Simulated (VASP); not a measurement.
Here is a VASP 6.6.1 calculation.

INCAR

```
SYSTEM = Se
  PREC = Accurate
  ENCUT = 600
  EDIFF = 1E-7
  ISMEAR = -1
  SIGMA = 0.08
  LREAL = .False.
  LASPH = .True.
  NELM = 80
  ALGO = Normal
  ISIF = 3
  LWAVE = .False.
  LCHARG = .False.
  GGA = PE
  IBRION = 2
  NSW = 60
  EDIFFG = -0.005
  PSTRESS = 1300.0
```

File KPOINTS:

```
Automatic mesh
0
Gamma
  18 18 18
  0 0 0
```

The input POSCAR:

```
Se
1.0
   -1.4413858182      1.4413858182      1.4413858182
    1.4413858182     -1.4413858182      1.4413858182
    1.4413858182      1.4413858182     -1.4413858182
Se
1
Direct
    0.0000000000      0.0000000000      0.0000000000
```

Potentials or basis: VASP PAW PBE potentials, release 64 (Se).

Launch:

```bash
$ cat potpaw_PBE.64/Se/POTCAR > POTCAR
$ mpirun -np 1 vasp_std > vasp.out
```

Question: Estimate the band gap on the k mesh.

Answer: Zero (band 3 reaches 20.75 eV, above the bottom of band 4 at 7.26 eV).

Question: Predict the space group after relaxing (to 0.05 Å).

Answer: Im-3m (No. 229).

Final structure:
```cif
data_structure
_symmetry_space_group_name_H-M 'P 1'
_symmetry_Int_Tables_number 1
_cell_length_a 2.4919
_cell_length_b 2.4919
_cell_length_c 2.4919
_cell_angle_alpha 109.471
_cell_angle_beta 109.471
_cell_angle_gamma 109.471
_cell_volume 11.91
loop_
_atom_site_label
_atom_site_type_symbol
_atom_site_fract_x
_atom_site_fract_y
_atom_site_fract_z
_atom_site_occupancy
Se1 Se 0.00000 0.00000 0.00000 1
```

Caveat: the cell is relaxed towards a set pressure, so the enthalpy falls and the energy may rise.
